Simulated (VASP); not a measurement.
Set up this calculation in VASP 6.6.1, as the native input.

```yaml
Task: single point
Functional: PBEsol
Potentials_or_basis: VASP PAW PBE potentials, release 64 (Ga_d, N)
Cutoff: 520 eV
k_mesh: 16 × 16 × 16
Occupations: gaussian, width 0.03 eV
Spin: no spin polarisation
Dipole_correction: no
Further_INCAR_settings: ALGO = Normal; EDIFF = 1e-07; NBANDS = 16
```

The structure of GaN lies in POSCAR:

```
GaN
1.0
    0.0000000000      2.3196055832      1.8092923549
    2.3196055832      0.0000000000      1.8092923549
    2.3196055832      2.3196055832      0.0000000000
Ga N
1 1
Direct
    0.0000000000      0.0000000000      0.0000000000
    0.5000000000      0.5000000000      0.5000000000
```

This cell differs from its parent crystal: ratio of the length along z to the lengths across it x 0.78, volume and fractional coordinates fixed.

One way to write it, as run:

INCAR

```
ALGO = Normal
EDIFF = 1E-7
ENCUT = 520
GGA = PS
ISIF = 2
ISMEAR = 0
LASPH = T
LCHARG = F
LREAL = F
LWAVE = F
NBANDS = 16
NELM = 100
PREC = Accurate
SIGMA = 0.03
```

KPOINTS

```
k-points
0
Gamma
  16 16 16
```

Potentials or basis: VASP PAW PBE potentials, release 64 (Ga_d, N).

Command:

```console
$ cat potpaw_PBE.64/Ga_d/POTCAR potpaw_PBE.64/N/POTCAR > POTCAR
$ mpirun -np 1 vasp_std > vasp.out
```

It gave:

- Pressure: 15.6 GPa
- Band gap on the k mesh: 0.31 eV (least direct gap 2.37 eV)

Caveat: the stress differs along the axes, from -3 to 54 GPa; semilocal functionals underestimate gaps, and a narrow one can read as zero; the PAW data sets were made with another functional, which shifts forces and pressure a little.

Run time: 2.6 min on 1 thread of Intel Xeon 8259CL (shared host), peak memory 0.23 GiB.
